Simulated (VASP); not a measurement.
# Bi2Se3 in VASP: settings compared

Aim: see how the results for Bi2Se3 move with the level of theory and the settings. Levels: r2SCAN, PBE, LDA, PBE exchange alone. Tasks: single point.

Everything below comes from runs of VASP 6.6.1. Logs are shortened: lines on timing, memory, paths and dates and some standing lists are left out, and cuts for length are marked.

## 1. The cell of the first run

It takes space group R-3m (No. 166, trigonal). Conventional cell: a = 4.143 Å, b = 4.143 Å, c = 28.636 Å, α = 90.00°, β = 90.00°, γ = 120.00°. Within 3.8 Å of Bi (site symmetry 3m) lie 6 Se at 2.85 to 3.07 Å. Within 3.8 Å of Se (site symmetry 3m) lie 3 Bi at 2.85 Å and 3 Se at 3.52 Å. Within 4.3 Å of Se (site symmetry -3m) lie 6 Bi at 3.07 Å and 12 Se at 4.14 to 4.23 Å.

## 2. Single point, r2SCAN

Input file POSCAR:

```
Bi2Se3
1.0
    2.0715000000      1.1959810826      9.5453333333
   -2.0715000000      1.1959810826      9.5453333333
    0.0000000000     -2.3919621653      9.5453333333
Bi Se
2 3
Direct
    0.5992000000      0.5992000000      0.5992000000
    0.4008000000      0.4008000000      0.4008000000
    0.7883000000      0.7883000000      0.7883000000
    0.2117000000      0.2117000000      0.2117000000
    0.0000000000      0.0000000000      0.0000000000
```

Input file INCAR.step1:

```
PREC = Accurate
ENCUT = 520
ISMEAR = 1
SIGMA = 0.1
LREAL = F
LASPH = T
NELM = 100
NBANDS = 32
GGA = PE
ALGO = Normal
EDIFF = 1E-4
LWAVE = T
LCHARG = F
```

Input file INCAR.step2:

```
PREC = Accurate
ENCUT = 520
EDIFF = 1E-7
ISMEAR = 1
SIGMA = 0.1
LREAL = F
LASPH = T
NELM = 100
ALGO = Normal
ISIF = 2
LWAVE = F
LCHARG = F
METAGGA = R2SCAN
LMIXTAU = T
NBANDS = 32
ISTART = 1
```

Input file KPOINTS:

```
regular mesh
0
Gamma
  6 6 6
```

Potentials or basis: VASP PAW PBE potentials, release 64 (Bi_d, Se).

On the command line:

```console
$ cat potpaw_PBE.64/Bi_d/POTCAR potpaw_PBE.64/Se/POTCAR > POTCAR
$ cp INCAR.step1 INCAR
$ mpirun -np 1 vasp_std > vasp.out
$ cp INCAR.step2 INCAR
$ mpirun -np 1 vasp_std > vasp.out
```

OUTCAR:

```text
PREC = Accurate
   ENCUT = 520
   EDIFF = 1E-7
   ISMEAR = 1
   LREAL = F
   LASPH = T
   NELM = 100
   ISIF = 2
   METAGGA = R2SCAN
   ISTART = 1

 ion  position               nearest neighbor table
   1  0.599  0.599  0.599-   4 2.85   4 2.85   4 2.85   5 3.07   5 3.07   5 3.07
   2  0.401  0.401  0.401-   3 2.85   3 2.85   3 2.85   5 3.07   5 3.07   5 3.07
   3  0.788  0.788  0.788-   2 2.85   2 2.85   2 2.85
   4  0.212  0.212  0.212-   1 2.85   1 2.85   1 2.85
   5  0.000  0.000  0.000-   1 3.07   1 3.07   2 3.07   2 3.07   1 3.07   2 3.07

  LATTYP: Found a trigonal (rhomboedric) cell.
 ALAT       =     9.8404710987
 COS(alpha) =     0.9113725833

  Lattice vectors:

 A1 = (   2.0715000000,   1.1959810826,   9.5453333333)
 A2 = (  -2.0715000000,   1.1959810826,   9.5453333333)
 A3 = (   0.0000000000,  -2.3919621653,   9.5453333333)

Analysis of symmetry for initial positions (statically):
=====================================================================
 Subroutine PRICEL returns:
 Original cell was already a primitive cell.

 Routine SETGRP: Setting up the symmetry group for a
 trigonal (rhombohedral) supercell.

 Subroutine GETGRP returns: Found 12 space group operations
 (whereof 12 operations were pure point group operations)
 out of a pool of 12 trial point group operations.

The static configuration has the point symmetry D_3d.

Analysis of symmetry for dynamics (positions and initial velocities):
=====================================================================
 Subroutine PRICEL returns:
 Original cell was already a primitive cell.

 Routine SETGRP: Setting up the symmetry group for a
 trigonal (rhombohedral) supercell.

 Subroutine GETGRP returns: Found 12 space group operations
 (whereof 12 operations were pure point group operations)
 out of a pool of 12 trial point group operations.

The dynamic configuration has the point symmetry D_3d.

 Subroutine INISYM returns: Found 12 space group operations
 (whereof 12 operations are pure point group operations),
 and found     1 'primitive' translations

----------------------------------------------------------------------------------------

                                     Primitive cell

  volume of cell :     141.8899

  direct lattice vectors                    reciprocal lattice vectors
     2.071500000  1.195981083  9.545333333     0.241370987  0.139355604  0.034921078
    -2.071500000  1.195981083  9.545333333    -0.241370987  0.139355604  0.034921078
     0.000000000 -2.391962165  9.545333333     0.000000000 -0.278711209  0.034921078

  length of vectors
     9.840471099  9.840471099  9.840471099     0.280890405  0.280890405  0.280890405

  position of ions in fractional coordinates (direct lattice)
     0.599200000  0.599200000  0.599200000
     0.400800000  0.400800000  0.400800000
     0.788300000  0.788300000  0.788300000
     0.211700000  0.211700000  0.211700000
     0.000000000  0.000000000  0.000000000

  ion indices of the primitive-cell ions
   primitive index   ion index
                 1           1
                 2           2
                 3           3
                 4           4
                 5           5

----------------------------------------------------------------------------------------

 KPOINTS: regular mesh

Automatic generation of k-mesh.
 Grid dimensions read from file:
 generate k-points for:    6    6    6

 Generating k-lattice:

  Cartesian coordinates                     Fractional coordinates (reciprocal lattice)
     0.040228498  0.023225934  0.005820180     0.166666667 -0.000000000  0.000000000
    -0.040228498  0.023225934  0.005820180    -0.000000000  0.166666667  0.000000000
     0.000000000 -0.046451868  0.005820180     0.000000000  0.000000000  0.166666667

  Length of vectors
     0.046815068  0.046815068  0.046815068

  Shift w.r.t. Gamma in fractional coordinates (k-lattice)
     0.000000000  0.000000000  0.000000000

 Subroutine IBZKPT returns following result:
 ===========================================

 Found     32 irreducible k-points:

 Following reciprocal coordinates:
            Coordinates               Weight
  0.000000  0.000000  0.000000      1.000000
  0.166667  0.000000 -0.000000      6.000000
  0.333333 -0.000000 -0.000000      6.000000
  0.500000  0.000000 -0.000000      3.000000
  0.166667  0.166667 -0.000000      6.000000
  0.333333  0.166667 -0.000000     12.000000
[... 16 lines left out ...]
  0.500000  0.500000  0.166667      6.000000
 -0.333333  0.500000  0.166667     12.000000
 [... further k-points ...]
   k-points           NKPTS =     32   k-points in BZ     NKDIM =     32   number of bands    NBANDS=     32
   number of dos      NEDOS =    301   number of ions     NIONS =      5
   total plane-waves  NPLWV = 512000
   dimension x,y,z NGX =    80 NGY =   80 NGZ =   80
   dimension x,y,z NGXF=   160 NGYF=  160 NGZF=  160
   ions per type =               2   3
   NGX,Y,Z   is equivalent  to a cutoff of  13.52, 13.52, 13.52 a.u.
   NGXF,Y,Z  is equivalent  to a cutoff of  27.03, 27.03, 27.03 a.u.
 SYSTEM =  unknown system
   PREC   = accura    normal or accurate (medium, high low for compatibility)
   ISTART =      1    job   : 0-new  1-cont  2-samecut
   ICHARG =      0    charge: 1-file 2-atom 10-const
   ISPIN  =      1    spin polarized calculation?
   LNONCOLLINEAR =      F non collinear calculations
   LSORBIT =      F    spin-orbit coupling
   LASPH  =      T    aspherical Exc in radial PAW
   ENCUT  =  520.0 eV  38.22 Ry    6.18 a.u.  18.30 18.30 18.30*2*pi/ulx,y,z
   NELM   =    100;   NELMIN=  2; NELMDL=  0     # of ELM steps
   EDIFF  = 0.1E-06   stopping-criterion for ELM
   LREAL  =      F    real-space projection
   EDIFFG = 0.1E-05   stopping-criterion for IOM
   NSW    =      0    number of steps for IOM
   IBRION =     -1    ionic relax: 0-MD 1-quasi-New 2-CG
   NFREE  =      0    steps in history (QN), initial steepest desc. (CG)
   ISIF   =      2    stress and relaxation
   ISYM   =      2    0-nonsym 1-usesym 2-fastsym
   POTIM  = 0.5000    time-step for ionic-motion
   TEBEG  =    0.0;   TEEND  =   0.0 temperature during run
   PSTRESS=    0.0 pullay stress
   NELECT =      48.0000    total number of electrons
   NUPDOWN=      -1.0000    fix difference up-down
   EMIN   =  10.00;   EMAX   =-10.00  energy-range for DOS
   EFERMI =   0.00;   METHOD = LEGACY
   ISMEAR =     1;   SIGMA  =   0.10  broadening in eV -4-tet -1-fermi 0-gaus
   EFERMI_NEDOS =   21; number of points for ismear=-14 and -15
   IALGO  =     38    algorithm
   IMIX   =      4    mixing-type and parameters
     AMIX     =   0.40;   BMIX     =  1.00
     AMIX_MAG =   1.60;   BMIX_MAG =  1.00
  volume/ion in A,a.u.               =      28.38       191.50
  Fermi-wavevector in a.u.,A,eV,Ry     =   1.140700  2.155610 17.703848  1.301196
  Thomas-Fermi vector in A             =   2.277401
   LORBIT       =      0    0 simple, 1 ext, 2 COOP (PROOUT), +10 PAW based schemes
   METAGGA = R2SCAN    functional components
   LHFCALC =     F    Hartree Fock is set to
   AEXX    =    0.0000 exact exchange contribution
   IVDW    =     0    specifies the selected vdW correction
   LEPSILON=     F    determine dielectric tensor
   LRPA    =     F    only Hartree local field effects (RPA)
 non-spin polarized calculation
 Methfessel and Paxton  Order N= 1 SIGMA  =   0.10
  energy-cutoff  :      520.00
  volume of cell :      141.89
 maximum number of plane-waves:      3848
 NGX is ok and might be reduce to    80
   NGX = 37   NGY = 37   NGZ = 37

 number of electron      47.9999997 magnetization

 Free energy of the ion-electron system (eV)
  ---------------------------------------------------
  ext. energy  EPLUGINS =         0.00000000
  ---------------------------------------------------
  free energy    TOTEN  =      -162.02331982 eV

  energy without entropy =     -162.02336871  energy(sigma->0) =     -162.02333612

 E-fermi :   4.8760     XC(G=0): -10.0434

 val. band max:        4.7984690341   @ k =   0.0000   0.0000   0.0000
 cond. band min:       5.2843788367   @ k =   0.0000   0.0000   0.0000
 fundamental gap:      0.4859098026
 Fermi energy:         4.8760330978

 k-point     1 :       0.0000    0.0000    0.0000
  band No.  band energies     occupation
      1     -19.0930      2.00000
      2     -19.0930      2.00000
      3     -19.0908      2.00000
      4     -19.0908      2.00000
      5     -19.0799      2.00000
      6     -19.0772      2.00000
[... 24 lines left out ...]
     31      11.0886      0.00000
     32      12.2866      0.00000

 k-point     2 :       0.1667    0.0000   -0.0000
  band No.  band energies     occupation
      1     -19.0982      2.00000
      2     -19.0951      2.00000
      3     -19.0872      2.00000
      4     -19.0850      2.00000
      5     -19.0764      2.00000
      6     -19.0737      2.00000
[... 24 lines left out ...]
     31      10.3369      0.00000
     32      11.2555      0.00000

 k-point     3 :       0.3333   -0.0000   -0.0000
  band No.  band energies     occupation
      1     -19.1106      2.00000
      2     -19.1054      2.00000
      3     -19.0808      2.00000
      4     -19.0803      2.00000
      5     -19.0774      2.00000
      6     -19.0757      2.00000
[... 24 lines left out ...]
     31       9.6040      0.00000
     32      11.7386      0.00000

 k-point     4 :       0.5000    0.0000   -0.0000
  band No.  band energies     occupation
      1     -19.1174      2.00000
      2     -19.1109      2.00000
      3     -19.0829      2.00000
      4     -19.0806      2.00000
      5     -19.0781      2.00000
      6     -19.0759      2.00000
[... 24 lines left out ...]
     31       9.3670      0.00000
     32      11.3574      0.00000

 k-point     5 :       0.1667    0.1667   -0.0000
  band No.  band energies     occupation
      1     -19.0982      2.00000
      2     -19.0950      2.00000
      3     -19.0872      2.00000
      4     -19.0850      2.00000
      5     -19.0765      2.00000
      6     -19.0737      2.00000
[... 584 lines left out ...]
     31      10.1267      0.00000
     32      11.2101      0.00000

 k-point    22 :      -0.1667    0.3333    0.1667
  band No.  band energies     occupation
      1     -19.1100      2.00000
      2     -19.1053      2.00000
      3     -19.0857      2.00000
      4     -19.0800      2.00000
      5     -19.0779      2.00000
      6     -19.0744      2.00000
[... 24 lines left out ...]
     31       9.7876      0.00000
     32      12.1354      0.00000

 k-point    23 :       0.5000    0.5000    0.1667
  band No.  band energies     occupation
      1     -19.1105      2.00000
      2     -19.1054      2.00000
      3     -19.0808      2.00000
      4     -19.0803      2.00000
      5     -19.0774      2.00000
      6     -19.0757      2.00000
[... 24 lines left out ...]
     31       9.5872      0.00000
     32      11.4961      0.00000

 k-point    24 :      -0.3333    0.5000    0.1667
  band No.  band energies     occupation
      1     -19.1099      2.00000
      2     -19.1053      2.00000
      3     -19.0857      2.00000
      4     -19.0800      2.00000
      5     -19.0780      2.00000
      6     -19.0744      2.00000
[... 24 lines left out ...]
     31      10.0581      0.00000
     32      11.7139      0.00000

 [... further k-points ...]

------------------------ aborting loop because EDIFF is reached ----------------------------------------

  FORCE on cell =-STRESS in cart. coord.  units (eV):
  Direction    XX          YY          ZZ          XY          YZ          ZX
  --------------------------------------------------------------------------------------
  -------------------------------------------------------------------------------------
  Total        1.1853220      1.1853220      1.3714654      0.0000000     -0.0000000      0.0000000
  in kB       13.3842899     13.3842899     15.4861641      0.0000000     -0.0000000      0.0000000
  external PRESSURE =      14.0849146 kB  Pullay stress =       0.0000000 kB

 VOLUME and BASIS-vectors are now :
 -----------------------------------------------------------------------------
  energy-cutoff  :      520.00
  volume of cell :      141.89
      direct lattice vectors                 reciprocal lattice vectors
     2.071500000  1.195981083  9.545333333     0.241370987  0.139355604  0.034921078
    -2.071500000  1.195981083  9.545333333    -0.241370987  0.139355604  0.034921078
     0.000000000 -2.391962165  9.545333333     0.000000000 -0.278711209  0.034921078

 POSITION                                       TOTAL-FORCE (eV/Angst)
 -----------------------------------------------------------------------------------
      0.00000     -0.00000     17.15869         0.000000     -0.000000      0.062759
      0.00000     -0.00000     11.47731         0.000000      0.000000     -0.062759
      0.00000     -0.00000     22.57376         0.000000      0.000000     -0.051089
      0.00000     -0.00000      6.06224         0.000000     -0.000000      0.051089
      0.00000      0.00000      0.00000         0.000000      0.000000      0.000000
 -----------------------------------------------------------------------------------
    total drift:                                0.000000      0.000000     -0.000000

  FREE ENERGIE OF THE ION-ELECTRON SYSTEM (eV)
  ---------------------------------------------------
  free  energy   TOTEN  =      -162.0233198220 eV

  energy  without entropy=     -162.0233687091  energy(sigma->0) =     -162.02333612
```

Wall time 1.8 h (1 thread of Intel Xeon Platinum 8488C (Sapphire Rapids), shared host); peak memory 1.1 GiB.

Results:

```yaml
Free_energy: -162.0233 eV
Pressure: 1.4 GPa
Largest_force: 0.063 eV/Å
Band_gap_on_the_k_mesh: 0.49 eV
```

Forces on the atoms (eV/Å):
```
Bi   0.000  0.000  0.063
Bi   0.000  0.000 -0.063
Se   0.000  0.000 -0.051
Se   0.000  0.000  0.051
Se   0.000  0.000  0.000
```

Stress tensor (GPa, compression positive):
```
1.34 0.00 0.00
0.00 1.34 0.00
0.00 0.00 1.55
```

Caveat: the PAW data sets were made with another functional, which shifts forces and pressure a little; spin-orbit coupling is left out, which moves the levels of the heavy elements. r2SCAN opens gaps a little over a GGA but as a rule still falls short of measured ones.

## 3. Single point, PBE

This run uses another cell than the first one, of 28.50 Å³/atom.

Input file INCAR:

```
ALGO = Normal
EDIFF = 1E-7
ENCUT = 520
GGA = PE
ISIF = 2
ISMEAR = -1
LASPH = T
LCHARG = F
LREAL = F
LWAVE = F
NBANDS = 32
NELM = 100
PREC = Accurate
SIGMA = 0.05
```

Input file KPOINTS:

```
k-points
0
Gamma
  8 8 8
```

Input file POSCAR:

```
Bi2Se3
1.0
    2.0747509462      1.1978580173      9.5566401076
   -2.0747509462      1.1978580173      9.5566401076
    0.0000000000     -2.3957160346      9.5566401075
Bi Se
2 3
Direct
    0.5994524778      0.5994524778      0.5994524778
    0.4005475222      0.4005475222      0.4005475222
    0.7886963087      0.7886963087      0.7886963087
    0.2113036913      0.2113036913      0.2113036913
    0.0000000000      0.0000000000      0.0000000000
```

Potentials or basis: VASP PAW PBE potentials, release 64 (Bi_d, Se).

On the command line:

```console
$ cat potpaw_PBE.64/Bi_d/POTCAR potpaw_PBE.64/Se/POTCAR > POTCAR
$ mpirun -np 1 vasp_std > vasp.out
```

Wall time 45 min (1 thread of Intel Xeon 8259CL, shared host); peak memory 1.1 GiB.

Results (log left out):

```
Free energy            : -20.1675 eV
Pressure               : 2.0 GPa
Largest force          : 0.019 eV/Å
Band gap on the k mesh : 0.20 eV
```

Forces in eV/Å, atoms in the order of the input:
```
Bi   0.000  0.000  0.013
Bi   0.000  0.000 -0.013
Se   0.000  0.000  0.019
Se   0.000  0.000 -0.019
Se   0.000  0.000  0.000
```

Levels at points of the mesh, in eV from the valence-band top:
```tsv
k point	band 22	band 23	band 24	band 25	band 26	band 27
(0.00, 0.00, 0.00)	-1.21	-1.21	0.00	0.20	1.36	1.36
(0.50, 0.00, 0.00)	-2.18	-1.24	-0.56	0.82	1.86	2.97
(0.50, 0.50, 0.00)	-1.90	-1.67	-1.01	1.32	1.93	2.54
(0.50, 0.50, 0.50)	-1.41	-1.41	-0.49	0.66	1.67	1.67
```

Caveat: spin-orbit coupling is left out, which moves the levels of the heavy elements.

[end of part 1 of 2]
